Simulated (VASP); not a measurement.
A run of VASP 6.6.1:

The input INCAR:

```
SYSTEM = Na
PREC     = Accurate       ! precision mode
ENCUT    = 520            ! plane-wave cutoff, eV
EDIFF    = 1E-6           ! SCF threshold, eV
ISMEAR   = 0              ! smearing method
SIGMA    = 0.15           ! smearing width, eV
LREAL    = .FALSE.        ! projectors in reciprocal space
LASPH    = .TRUE.         ! aspherical terms in the spheres
NELM     = 100            ! most SCF steps
ALGO     = Normal         ! electronic algorithm
ISIF     = 2              ! what is computed and relaxed
LWAVE    = .FALSE.        ! write WAVECAR
LCHARG   = .FALSE.        ! write CHGCAR
GGA      = PS             ! functional
NBANDS   = 14             ! bands
```

KPOINTS

```
regular mesh
0
G
  12 12 8
  0 0 0
```

POSCAR

```
Na
1.0
    3.8235060126      0.0000000000      0.0000000000
   -1.9117530063      3.3112533384      0.0000000000
    0.0000000000      0.0000000000      6.2463100000
Na
2
Direct
    0.3333333333      0.6666666667      0.2500000000
    0.6666666667      0.3333333333      0.7500000000
```

Potentials or basis: VASP PAW PBE potentials, release 64 (Na_pv).

Run with:

```bash
$ cat potpaw_PBE.64/Na_pv/POTCAR > POTCAR
$ mpirun -np 1 vasp_std > vasp.out
```

Hardware: 1 thread of Intel(R) Xeon(R) 6975P-C (Granite Rapids), on a shared host.

Q: How long does it take, and how much memory?

A: Wall time 24 s on 1 thread of Intel(R) Xeon(R) 6975P-C (Granite Rapids) (shared host), peak memory 0.22 GiB. Counts: scf iterations 9, k points 95.
